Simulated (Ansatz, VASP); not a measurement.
Two plane-wave programs on Nb

Contents of INCAR:

```
SYSTEM = Nb
PREC     = Accurate       ! precision mode
ENCUT    = 520            ! plane-wave cutoff, eV
EDIFF    = 1E-7           ! SCF threshold, eV
ISMEAR   = 0              ! smearing method
SIGMA    = 0.020999999999999998 ! smearing width, eV
LREAL    = .FALSE.        ! projectors in reciprocal space
LASPH    = .TRUE.         ! aspherical terms in the spheres
NELM     = 100            ! most SCF steps
ALGO     = Fast           ! electronic algorithm
ISIF     = 2              ! what is computed and relaxed
LWAVE    = .FALSE.        ! write WAVECAR
LCHARG   = .TRUE.         ! write CHGCAR
GGA      = PE             ! functional
LELF     = .TRUE.         ! ELF
LVHAR    = .TRUE.       
NBANDS   = 12             ! bands
```

Contents of KPOINTS:

```
Automatic mesh
0
G
  11 11 11
  0 0 0
```

File POSCAR:

```
Nb
1.0
    0.0000000000      2.1150000000      2.1150000000
    2.1150000000      0.0000000000      2.1150000000
    2.1150000000      2.1150000000      0.0000000000
Nb
1
Direct
    0.0000000000      0.0000000000      0.0000000000
```

Contents of input.yaml:

```yaml
crystal:
  lattice:
    - [0.0, 2.115, 2.115]
    - [2.115, 0.0, 2.115]
    - [2.115, 2.115, 0.0]
  atoms:
    - { symbol: Nb, position: [0.0, 0.0, 0.0] }
hamiltonian:
  xc: pbe
  pseudopotentials: { kind: paw }
kpoints:
  mp_grid: { grid: [11, 11, 11] }
scf:
  occupations: { method: gaussian, width: 0.021 }
output:
  forces: true
  stress: true
  eigenvalues: true
  write_density: true
  write_potential: true
  elf: true
  volumetric_format: npy
```

Alike in both runs: task single point; functional PBE; k mesh 11 × 11 × 11; occupations gaussian, width 0.021 eV; no spin polarisation.

|  | VASP | Ansatz |
| --- | --- | --- |
| version | VASP 6.6.1 | Ansatz 0.2.0 |
| potentials or method | VASP PAW PBE potentials, release 64 (Nb_sv) | Ansatz PAW |
| plane-wave cutoff (eV) | 520 | 420 |
| valence electrons in the cell | 13 | 13 |

Ansatz gave:

```
gap on the k mesh at the Fermi level (eV) : none
pressure (GPa)                            : -1.9
```

Question: Which values does VASP return?

Answer: gap on the k mesh at the Fermi level (eV): none; pressure (GPa): -2.3.

A gap of «none» marks a metal or a gap that the smearing closes.
